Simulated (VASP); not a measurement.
Re: electric field gradients with LDA

The system is Re.

```xyz
2
Lattice="2.5502 0.0000 0.0000 -1.2751 2.2086 0.0000 0.0000 0.0000 4.0778" Properties=species:S:1:pos:R:3 pbc="T T T"
Re    0.0000    1.4724    1.0194
Re    1.2751    0.7362    3.0583
```

- Program: VASP 6.6.1
- Task: electric field gradients
- Functional: LDA
- Potentials or basis: VASP PAW LDA potentials, release 64 (Re)
- Cutoff: 520 eV
- k mesh: 14 × 14 × 8
- Occupations: fermi-dirac, width 0.05 eV
- Spin: no spin polarisation
- Dipole correction: no
- Further INCAR settings: ALGO = Normal; EDIFF = 1e-08; NBANDS = 14

| Property | Result |
| --- | --- |
| Pressure | 151.3 GPa |
| Band gap on the k mesh | zero (bands 7 and 8 overlap by 4.90 eV) |
| Largest electric field gradient by atom | Re -104.8 V/Å² |

Stress tensor (GPa, compression positive):
```
148.80   0.00   0.00
  0.00 148.80   0.00
  0.00   0.00 156.37
```

Levels at points of the mesh, in eV from the Fermi level:
```csv
k point,band 3,band 4,band 5,band 6,band 7,band 8,band 9,band 10,band 11,band 12
"(0.00, 0.00, 0.00)",-2.50,-2.50,-2.27,-1.22,-1.22,-0.05,-0.05,1.82,4.54,4.54
"(0.50, 0.00, 0.00)",-7.33,-3.08,-1.62,-1.54,-0.64,5.53,6.38,6.39,8.67,9.80
"(0.00, 0.00, 0.50)",-3.01,-3.01,-2.70,-2.70,-2.70,-2.70,3.55,3.55,3.55,3.55
"(0.50, 0.00, 0.50)",-5.84,-5.84,0.31,0.31,1.82,1.82,6.02,6.02,6.78,6.78
```

Electric field gradients, principal values (V/Å²):
```
atom   least  middle  greatest (by size)
1 Re  52.393  52.393            -104.785
2 Re  52.393  52.393            -104.785
```

Run time: 25 s on 1 thread of AMD EPYC 7R13 Processor (Zen 3), with other jobs on the host, peak memory 0.12 GiB.

Caveat: the cell stands under pressure; without QUAD_EFG the Cq values of the log hold for a quadrupole moment of 1 mb, not for the nuclei; spin-orbit coupling is left out, which moves the levels of the heavy elements.
